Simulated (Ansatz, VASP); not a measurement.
# Two plane-wave programs on MoH4

Contents of INCAR:

```
SYSTEM = MoH4
PREC = Accurate
ENCUT = 600
EDIFF = 1E-7
ISMEAR = 0
SIGMA = 0.1
LREAL = .FALSE.
LASPH = .TRUE.
NELM = 60
ALGO = Normal
ISIF = 3
LWAVE = .FALSE.
LCHARG = .FALSE.
GGA = PE
IBRION = 2
NSW = 90
EDIFFG = -0.04
```

KPOINTS

```
Automatic mesh
0
G
  4 4 4
  0 0 0
```

The input POSCAR:

```
MoH4
1.0
    3.8310019600      0.0000000000      0.0000000000
    0.0000000000      3.8310019600      0.0000000000
    0.0000000000      0.0000000000      5.4178549300
H Mo
4 1
Direct
    0.5000000000      0.0000000000      0.2500000000
    0.0000000000      0.5000000000      0.7500000000
    0.5000000000      0.0000000000      0.7500000000
    0.0000000000      0.5000000000      0.2500000000
    0.0000000000      0.0000000000      0.0000000000
```

Input for Ansatz:

```yaml
crystal:
  lattice:
    - [3.83100196, 0.0, 0.0]
    - [0.0, 3.83100196, 0.0]
    - [0.0, 0.0, 5.41785493]
  atoms:
    - { symbol: H, position: [0.5, 0.0, 0.25] }
    - { symbol: H, position: [0.0, 0.5, 0.75] }
    - { symbol: H, position: [0.5, 0.0, 0.75] }
    - { symbol: H, position: [0.0, 0.5, 0.25] }
    - { symbol: Mo, position: [0.0, 0.0, 0.0] }
basis:
  ecutwfc: 420
kpoints:
  mp_grid: { grid: [4, 4, 4] }
hamiltonian:
  xc: pbe
scf:
  occupations: { method: gaussian, width: 0.1 }
  lower_state_search: "off"
output:
  forces: true
  stress: true
  eigenvalues: true
relax:
  adjacent_minimum: "off"
  f_tol: 0.04
  max_steps: 70
  cell: { stress_tol: 0.4 }
```

Change from the starting cell: ordered vacancies on the cation sites of fluorite (P4/mmm, No. 123).

Alike in both runs: task relaxation of cell and atoms; functional PBE; k mesh 4 × 4 × 4; occupations gaussian, width 0.1 eV; no spin polarisation.

|  | VASP | Ansatz |
| --- | --- | --- |
| version | VASP 6.6.1 | Ansatz 0.2.0 |
| potentials or method | VASP PAW PBE potentials, release 64 (H, Mo_sv), cutoff 600 eV | scalar-relativistic, plane waves, PAW |
| valence electrons in the cell | 18 | 18 |

```csv
,VASP,Ansatz,Ansatz less VASP
"gap on the k mesh at the Fermi level, each at its own relaxed structure (eV)",none,none,-
relaxed volume (Å³/atom),8.13,9.15,+1.016
relaxed cell length with the largest relative difference (Å),5.206,5.864,+0.6575
```

A gap of «none» marks a metal or a gap that the smearing closes. One of these differences is far larger than is usual between the two programs; its cause wasn't traced.

The k mesh is coarse, so the values compare programs but aren't converged. Noted on VASP's run: the volume moved by over 15 % at a fixed basis, so the end points are rough.
